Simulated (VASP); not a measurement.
# LiH5 (P6/mmm) in VASP: a series of runs

Runs on LiH5. Level: PBE. Tasks: relaxation of cell and atoms.

All numbers are computed with VASP 6.6.1; they aren't measurements. Logs are shortened: lines on timing, memory, paths and dates and some standing lists are left out, and cuts for length are marked.

**1. The cell of the first run**

Symmetry: P6/mmm, No. 191, hexagonal system. The conventional cell has a = 4.122 Å, b = 4.122 Å, c = 3.790 Å, α = 90.00°, β = 90.00°, γ = 120.00°. Within 2.7 Å of Li (site symmetry 6/mmm) lie 12 H at 2.06 to 2.38 Å. H (site symmetry -6m2) has 3 H at 1.19 Å within 1.6 Å. Within 1.6 Å of H (site symmetry mmm) lie 2 H at 1.19 Å.

**2. Relaxation of cell and atoms, PBE**

The input, INCAR:

```
SYSTEM = LiH5
PREC = Accurate ; ENCUT = 600
EDIFF = 1E-6 ; ISMEAR = 0
SIGMA = 0.1 ; LREAL = .FALSE.
LASPH = .TRUE. ; NELM = 80
ALGO = Normal ; ISIF = 3
LWAVE = .FALSE. ; LCHARG = .FALSE.
GGA = PE ; IBRION = 2
NSW = 100 ; EDIFFG = -0.01
```

The input, KPOINTS:

```
regular mesh
0
G
  12 12 10
  0 0 0
```

The input, POSCAR:

```
LiH5
1.0
    4.1215669455      0.0000000000      0.0000000000
   -2.0607834727      3.5693816782      0.0000000000
    0.0000000000      0.0000000000      3.7902256209
Li H
1 5
Direct
    0.0000000000      0.0000000000      0.0000000000
    0.3333333333      0.6666666667      0.0000000000
    0.6666666667      0.3333333333      0.0000000000
    0.5000000000      0.0000000000      0.0000000000
    0.5000000000      0.5000000000      0.0000000000
    0.0000000000      0.5000000000      0.0000000000
```

Potentials or basis: VASP PAW PBE potentials, release 64 (Li_sv, H).

Run with:

```sh
$ cat potpaw_PBE.64/Li_sv/POTCAR potpaw_PBE.64/H/POTCAR > POTCAR
$ mpirun -np 1 vasp_std > vasp.out
```

OUTCAR:

```text
SYSTEM = LiH5
   PREC = Accurate
   ENCUT = 600
   EDIFF = 1E-6
   ISMEAR = 0
   LREAL = .FALSE.
   LASPH = .TRUE.
   NELM = 80
   ISIF = 3
   GGA = PE
   IBRION = 2
   NSW = 100
   EDIFFG = -0.01

 ion  position               nearest neighbor table
   1  0.000  0.000  0.000-
   2  0.333  0.667  0.000-
   3  0.667  0.333  0.000-
   4  0.500  0.000  0.000-
   5  0.500  0.500  0.000-
   6  0.000  0.500  0.000-

  LATTYP: Found a hexagonal cell.
 ALAT       =     4.1215669455
 C/A-ratio  =     0.9196079236

  Lattice vectors:

 A1 = (   4.1215669455,   0.0000000000,   0.0000000000)
 A2 = (  -2.0607834727,   3.5693816782,   0.0000000000)
 A3 = (   0.0000000000,   0.0000000000,   3.7902256209)

Analysis of symmetry for initial positions (statically):
=====================================================================
 Subroutine PRICEL returns:
 Original cell was already a primitive cell.

 Routine SETGRP: Setting up the symmetry group for a
 hexagonal supercell.

 Subroutine GETGRP returns: Found 24 space group operations
 (whereof 24 operations were pure point group operations)
 out of a pool of 24 trial point group operations.

The static configuration has the point symmetry D_6h.

Analysis of symmetry for dynamics (positions and initial velocities):
=====================================================================
 Subroutine PRICEL returns:
 Original cell was already a primitive cell.

 Routine SETGRP: Setting up the symmetry group for a
 hexagonal supercell.

 Subroutine GETGRP returns: Found 24 space group operations
 (whereof 24 operations were pure point group operations)
 out of a pool of 24 trial point group operations.

The dynamic configuration has the point symmetry D_6h.

 Subroutine INISYM returns: Found 24 space group operations
 (whereof 24 operations are pure point group operations),
 and found     1 'primitive' translations

----------------------------------------------------------------------------------------

                                     Primitive cell

  volume of cell :      55.7597

  direct lattice vectors                    reciprocal lattice vectors
     4.121566945  0.000000000  0.000000000     0.242626169  0.140080284  0.000000000
    -2.060783473  3.569381678  0.000000000     0.000000000  0.280160568  0.000000000
     0.000000000  0.000000000  3.790225621     0.000000000  0.000000000  0.263836536

  length of vectors
     4.121566945  4.121566945  3.790225621     0.280160568  0.280160568  0.263836536

  position of ions in fractional coordinates (direct lattice)
     0.000000000  0.000000000  0.000000000
     0.333333333  0.666666667  0.000000000
     0.666666667  0.333333333  0.000000000
     0.500000000  0.000000000  0.000000000
     0.500000000  0.500000000  0.000000000
     0.000000000  0.500000000  0.000000000

  ion indices of the primitive-cell ions
   primitive index   ion index
                 1           1
                 2           2
                 3           3
                 4           4
                 5           5
                 6           6

----------------------------------------------------------------------------------------

 KPOINTS: regular mesh

Automatic generation of k-mesh.
 Grid dimensions read from file:
 generate k-points for:   12   12   10

 Generating k-lattice:

  Cartesian coordinates                     Fractional coordinates (reciprocal lattice)
     0.020218847  0.011673357  0.000000000     0.083333333  0.000000000  0.000000000
     0.000000000  0.023346714  0.000000000     0.000000000  0.083333333  0.000000000
     0.000000000  0.000000000  0.026383654     0.000000000  0.000000000  0.100000000

  Length of vectors
     0.023346714  0.023346714  0.026383654

  Shift w.r.t. Gamma in fractional coordinates (k-lattice)
     0.000000000  0.000000000  0.000000000

 Subroutine IBZKPT returns following result:
 ===========================================

 Found    114 irreducible k-points:

 Following reciprocal coordinates:
            Coordinates               Weight
  0.000000  0.000000  0.000000      1.000000
  0.083333 -0.000000  0.000000      6.000000
  0.166667 -0.000000  0.000000      6.000000
  0.250000 -0.000000  0.000000      6.000000
  0.333333  0.000000  0.000000      6.000000
  0.416667 -0.000000  0.000000      6.000000
[... 16 lines left out ...]
  0.250000 -0.000000  0.100000     12.000000
  0.333333  0.000000  0.100000     12.000000
 [... further k-points ...]
   k-points           NKPTS =    114   k-points in BZ     NKDIM =    114   number of bands    NBANDS=      8
   number of dos      NEDOS =    301   number of ions     NIONS =      6
   total plane-waves  NPLWV =  38880
   dimension x,y,z NGX =    36 NGY =   36 NGZ =   30
   dimension x,y,z NGXF=    72 NGYF=   72 NGZF=   60
   ions per type =               1   5
   NGX,Y,Z   is equivalent  to a cutoff of  14.52, 14.52, 13.16 a.u.
   NGXF,Y,Z  is equivalent  to a cutoff of  29.04, 29.04, 26.32 a.u.
 SYSTEM =  LiH5
   PREC   = accura    normal or accurate (medium, high low for compatibility)
   ISTART =      0    job   : 0-new  1-cont  2-samecut
   ICHARG =      2    charge: 1-file 2-atom 10-const
   ISPIN  =      1    spin polarized calculation?
   LNONCOLLINEAR =      F non collinear calculations
   LSORBIT =      F    spin-orbit coupling
   LASPH  =      T    aspherical Exc in radial PAW
   ENCUT  =  600.0 eV  44.10 Ry    6.64 a.u.   8.23  8.23  7.57*2*pi/ulx,y,z
   NELM   =     80;   NELMIN=  2; NELMDL= -5     # of ELM steps
   EDIFF  = 0.1E-05   stopping-criterion for ELM
   LREAL  =      F    real-space projection
   EDIFFG = -.1E-01   stopping-criterion for IOM
   NSW    =    100    number of steps for IOM
   IBRION =      2    ionic relax: 0-MD 1-quasi-New 2-CG
   NFREE  =      1    steps in history (QN), initial steepest desc. (CG)
   ISIF   =      3    stress and relaxation
   ISYM   =      2    0-nonsym 1-usesym 2-fastsym
   POTIM  = 0.5000    time-step for ionic-motion
   TEBEG  =    0.0;   TEEND  =   0.0 temperature during run
   PSTRESS=    0.0 pullay stress
   NELECT =       8.0000    total number of electrons
   NUPDOWN=      -1.0000    fix difference up-down
   EMIN   =  10.00;   EMAX   =-10.00  energy-range for DOS
   EFERMI =   0.00;   METHOD = LEGACY
   ISMEAR =     0;   SIGMA  =   0.10  broadening in eV -4-tet -1-fermi 0-gaus
   EFERMI_NEDOS =   21; number of points for ismear=-14 and -15
   IALGO  =     38    algorithm
   IMIX   =      4    mixing-type and parameters
     AMIX     =   0.40;   BMIX     =  1.00
     AMIX_MAG =   1.60;   BMIX_MAG =  1.00
  volume/ion in A,a.u.               =       9.29        62.71
  Fermi-wavevector in a.u.,A,eV,Ry     =   0.857034  1.619559  9.993577  0.734507
  Thomas-Fermi vector in A             =   1.974026
   LORBIT       =      0    0 simple, 1 ext, 2 COOP (PROOUT), +10 PAW based schemes
   GGA     = PE    functional components
   LHFCALC =     F    Hartree Fock is set to
   AEXX    =    0.0000 exact exchange contribution
   IVDW    =     0    specifies the selected vdW correction
   LEPSILON=     F    determine dielectric tensor
   LRPA    =     F    only Hartree local field effects (RPA)
 conjugate gradient relaxation of ions
 non-spin polarized calculation
 Gauss-broadening in eV      SIGMA  =   0.10
  energy-cutoff  :      600.00
  volume of cell :       55.76
 maximum number of plane-waves:      1878
 NGX is ok and might be reduce to    36
   NGX = 17   NGY = 17   NGZ = 15

--------------------------------------- Ionic step        1  -------------------------------------------

 number of electron       8.0000013 magnetization

 Free energy of the ion-electron system (eV)
  ---------------------------------------------------
  ext. energy  EPLUGINS =         0.00000000
  ---------------------------------------------------
  free energy    TOTEN  =       -16.25854297 eV

  energy without entropy =      -16.25741935  energy(sigma->0) =      -16.25798116

------------------------ aborting loop because EDIFF is reached ----------------------------------------

  FORCE on cell =-STRESS in cart. coord.  units (eV):
  Direction    XX          YY          ZZ          XY          YZ          ZX
  --------------------------------------------------------------------------------------
  -------------------------------------------------------------------------------------
  Total       -0.0273384     -0.0273384      0.0961193     -0.0000000     -0.0000000     -0.0000000
  in kB       -0.7855314     -0.7855314      2.7618550     -0.0000000     -0.0000000     -0.0000000
  external PRESSURE =       0.3969307 kB  Pullay stress =       0.0000000 kB
[... 101 lines left out ...]
  FREE ENERGIE OF THE ION-ELECTRON SYSTEM (eV)
  ---------------------------------------------------
  free  energy   TOTEN  =       -16.2588436926 eV

  energy  without entropy=      -16.2577145297  energy(sigma->0) =      -16.25827911

[... ionic steps 4 to 9 ...]

--------------------------------------- Ionic step       10  -------------------------------------------

 number of electron       8.0000001 magnetization

------------------------ aborting loop because EDIFF is reached ----------------------------------------

  FORCE on cell =-STRESS in cart. coord.  units (eV):
  Direction    XX          YY          ZZ          XY          YZ          ZX
  --------------------------------------------------------------------------------------
  -------------------------------------------------------------------------------------
  Total        0.1084043      0.1084043      0.0616439      0.0000000      0.0000000     -0.0000000
  in kB        3.0444382      3.0444382      1.7312125      0.0000000      0.0000000     -0.0000000
  external PRESSURE =       2.6066963 kB  Pullay stress =       0.0000000 kB
[... 65 lines left out ...]
  energy  without entropy=      -16.2603971069  energy(sigma->0) =      -16.26100278

--------------------------------------- Ionic step       12  -------------------------------------------

 number of electron       8.0000005 magnetization

 Free energy of the ion-electron system (eV)
  ---------------------------------------------------
  ext. energy  EPLUGINS =         0.00000000
  ---------------------------------------------------
  free energy    TOTEN  =       -16.26273961 eV

  energy without entropy =      -16.26147058  energy(sigma->0) =      -16.26210509

 E-fermi :  -0.7805     XC(G=0):  -6.0503

 val. band max:       -0.8074901528   @ k =   0.0000   0.0000   0.3000
 cond. band min:      -0.7785331766   @ k =   0.0000   0.0000   0.4000
 fundamental gap:      0.0289569762
 Fermi energy:        -0.7805367276

 k-point     1 :       0.0000    0.0000    0.0000
  band No.  band energies     occupation
      1     -47.5645      2.00000
      2     -10.6564      2.00000
      3      -2.0370      2.00000
      4      -0.8810      1.84452
      5      -0.8810      1.84451
      6       2.7693      0.00000
      7       3.6630      0.00000
      8       4.8164      0.00000
[... 243 lines left out ...]
 k-point    24 :       0.3333    0.0000    0.1000
  band No.  band energies     occupation
      1     -47.5642      2.00000
      2      -9.7722      2.00000
      3      -6.1009      2.00000
      4      -1.6132      2.00000
      5       1.8240      0.00000
      6       3.5916      0.00000
      7       5.5867      0.00000
      8       6.9262      0.00000

 [... further k-points ...]
[... 5 lines left out ...]
  --------------------------------------------------------------------------------------
  -------------------------------------------------------------------------------------
  Total        0.0054235      0.0054235      0.0129591      0.0000000      0.0000000     -0.0000000
  in kB        0.1440687      0.1440687      0.3442392      0.0000000      0.0000000     -0.0000000
  external PRESSURE =       0.2107922 kB  Pullay stress =       0.0000000 kB
[... 21 lines left out ...]
  FREE ENERGIE OF THE ION-ELECTRON SYSTEM (eV)
  ---------------------------------------------------
  free  energy   TOTEN  =       -16.2627396079 eV

  energy  without entropy=      -16.2614705799  energy(sigma->0) =      -16.26210509

 reached required accuracy - stopping structural energy minimisation
```

It took 1.9 min on 1 thread of Intel Xeon 6975P-C (Granite Rapids), shared host; peak memory 0.21 GiB.

What came out:

- Free energy: -16.2627 eV
- Relaxed volume: 10.05 Å³/atom
- Relaxed cell: a = 4.121 Å, b = 4.121 Å, c = 4.100 Å, α = 90.00°, β = 90.00°, γ = 120.00°
- Space group after relaxing (to 0.05 Å): P6/mmm (No. 191)
- Energy gained by relaxing: 0.7 meV/atom
- Ionic steps: 12
- Pressure after relaxing: 0.0 GPa
- Band gap on the k mesh: zero (band 4 reaches -0.77 eV, above the bottom of band 5 at -0.88 eV)

The path:
```
step  energy change (eV)  largest force (eV/Å)  pressure (GPa)  volume (Å³)
   1              0.0000                0.0000            0.04        55.76
   2             -0.0001                0.0000            0.06        55.78
   3             -0.0003                0.0000            0.11        55.83
   4             -0.0006                0.0000            0.22        55.94
   5             -0.0006                0.0000            0.45        56.16
   6             -0.0007                0.0000            0.34        56.06
   7             -0.0007                0.0000            0.34        56.10
   8             -0.0009                0.0000            0.32        56.24
   9             -0.0013                0.0000            0.30        56.51
  10             -0.0020                0.0000            0.26        57.05
  11             -0.0031                0.0000            0.18        58.13
  12             -0.0042                0.0000            0.02        60.31
```

Final structure:
```
CELL_PARAMETERS angstrom
4.12138 0.00000 0.00000
-2.06069 3.56922 0.00000
0.00000 0.00000 4.10024
ATOMIC_POSITIONS crystal
Li 0.00000 0.00000 0.00000
H 0.33333 0.66667 0.00000
H 0.66667 0.33333 0.00000
H 0.50000 0.00000 0.00000
H 0.50000 0.50000 0.00000
H 0.00000 0.50000 0.00000
```

Caveat: the cutoff is under 1.25 times the usual one of these potentials, so pressure, stress and relaxed cells hold a basis-set (Pulay) error.

**3. Relaxation of cell and atoms, PBE**

This run uses another cell than the first one, of 11.30 Å³/atom, 1.216 times its volume.

The input, INCAR:

```
PREC = Accurate ; ENCUT = 600
EDIFF = 1E-6 ; ISMEAR = 0
SIGMA = 0.1 ; LREAL = False
LASPH = True ; NELM = 80
ALGO = Normal ; ISIF = 3
LWAVE = False ; LCHARG = False
GGA = PE ; IBRION = 2
NSW = 100 ; EDIFFG = -0.01
```

The input, KPOINTS:

```
Automatic mesh
0
Gamma
  12 12 8
```

POSCAR, as its differences from that of step 2:

```diff
@@ -2,5 +2,5 @@
 1.0
-    4.1215669455      0.0000000000      0.0000000000
-   -2.0607834727      3.5693816782      0.0000000000
-    0.0000000000      0.0000000000      3.7902256209
+    4.1290257494      0.0000000000      0.0000000000
+   -2.0645128747      3.5758411919      0.0000000000
+    0.0000000000      0.0000000000      4.5935584358
 Li H
```

Potentials or basis: VASP PAW PBE potentials, release 64 (Li_sv, H).

Run with:

```sh
$ cat potpaw_PBE.64/Li_sv/POTCAR potpaw_PBE.64/H/POTCAR > POTCAR
$ mpirun -np 1 vasp_std > vasp.out
```

Run time: 23 s. Hardware: 1 thread of Intel Xeon 6975P-C (Granite Rapids), shared host; peak memory 0.23 GiB.

Results (log left out):

```
Free energy             : -16.2705 eV
Pressure after relaxing : -0.1 GPa
Band gap on the k mesh  : zero (band 4 reaches -1.06 eV, above the bottom of band 5 at -1.11 eV)
```

Stress tensor (GPa, compression positive):
```
-0.11  0.00  0.00
 0.00 -0.11  0.00
 0.00  0.00 -0.03
```

Final structure:
```xyz
6
Lattice="4.1290 0.0000 0.0000 -2.0645 3.5758 0.0000 0.0000 0.0000 4.5936" Properties=species:S:1:pos:R:3 pbc="T T T"
Li    0.0000    0.0000    0.0000
H     0.0000    2.3839    0.0000
H     2.0645    1.1919    0.0000
H     2.0645    0.0000    0.0000
H     1.0323    1.7879    0.0000
H    -1.0323    1.7879    0.0000
```

Levels at points of the mesh, in eV from the Fermi level:
```csv
k point,band 1,band 2,band 3,band 4,band 5,band 6,band 7,band 8
"(0.00, 0.00, 0.00)",-46.77,-9.79,-1.22,-0.06,-0.06,3.08,3.45,5.71
"(0.50, 0.00, 0.00)",-46.76,-8.34,-6.34,-0.98,2.81,6.02,6.33,6.74
"(0.00, 0.00, 0.50)",-46.77,-9.72,-1.19,-0.01,-0.01,0.54,5.95,5.95
"(0.50, 0.00, 0.50)",-46.76,-8.29,-6.28,-0.90,3.26,3.55,3.69,9.25
```

Caveat: the cutoff is under 1.25 times the usual one of these potentials, so pressure, stress and relaxed cells hold a basis-set (Pulay) error; the relaxation stopped at its first step, so nothing moved.
